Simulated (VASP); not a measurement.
# GaO5: single point with PBE

Crystal: GaO5.

```
CELL_PARAMETERS angstrom
4.10308 0.00000 0.00000
0.00000 4.10308 0.00000
0.00000 0.00000 4.10308
ATOMIC_POSITIONS crystal
Ga 0.50000 0.50000 0.50000
O 0.00000 0.00000 0.00000
O 0.23586 0.23586 0.23586
O 0.76414 0.76414 0.23586
O 0.76414 0.23586 0.76414
O 0.23586 0.76414 0.76414
```

The cell was built from a structure type or drawn by symmetry, and may not be a known phase.

- Program: VASP 6.6.1
- Task: single point
- Functional: PBE
- Potentials or basis: VASP PAW PBE potentials, release 64 (Ga_d, O)
- Cutoff: 520 eV
- k mesh: 10 × 10 × 10
- Occupations: gaussian, width 0.1 eV
- Spin: collinear spin
- Starting moments: [0.0, 0.0, 0.26, 0.26, 0.26, 0.26] μB

- Pressure: 0.1 GPa
- Largest force: 0.048 eV/Å
- Band gap on the k mesh: zero (filled and empty bands overlap)
- Net moment: 1.01 μB per cell
- Site moments: Ga -0.03; O -0.10, +0.24 (each value once) μB
- Valence electrons inside the program's atomic spheres: Ga 11.61; O 4.52, 4.81 (each value once)

Forces on the atoms (eV/Å):
```
Ga   0.000  0.000  0.000
O    0.000  0.000  0.000
O   -0.028 -0.028 -0.028
O    0.028  0.028 -0.028
O    0.028 -0.028  0.028
O   -0.028  0.028  0.028
```

Levels at points of the mesh, in eV from the Fermi level:
Spin up:
| k point | band 18 | band 19 | band 20 | band 21 | band 22 | band 23 | band 24 | band 25 | band 26 | band 27 |
| --- | --- | --- | --- | --- | --- | --- | --- | --- | --- | --- |
| (0.00, 0.00, 0.00) | -1.00 | -1.00 | -0.40 | -0.40 | -0.40 | 1.34 | 1.34 | 1.34 | 5.82 | 9.90 |
| (0.50, 0.00, 0.00) | -1.07 | -1.07 | -0.93 | -0.93 | -0.54 | 0.22 | 2.10 | 2.10 | 7.09 | 9.07 |
| (0.50, 0.50, 0.00) | -0.91 | -0.91 | -0.58 | -0.55 | -0.29 | 0.00 | 1.97 | 1.97 | 7.16 | 10.20 |
| (0.50, 0.50, 0.50) | -0.48 | -0.48 | -0.37 | -0.37 | -0.37 | 1.36 | 1.36 | 1.36 | 7.28 | 10.47 |
Spin down:
```
           k point  band 19  band 20  band 21  band 22  band 23  band 24
(0.00, 0.00, 0.00)    -0.47     0.09     0.09     0.09     1.43     1.43
(0.50, 0.00, 0.00)    -0.62    -0.42    -0.42    -0.29     0.38     2.25
(0.50, 0.50, 0.00)    -0.39    -0.26    -0.03     0.11     0.27     2.08
(0.50, 0.50, 0.50)     0.07     0.19     0.19     0.19     1.41     1.41
```

It took 5.5 min on 1 thread of Intel(R) Xeon(R) Platinum 8375C CPU @ 2.90GHz (Ice Lake) (shared host), peak memory 0.32 GiB.
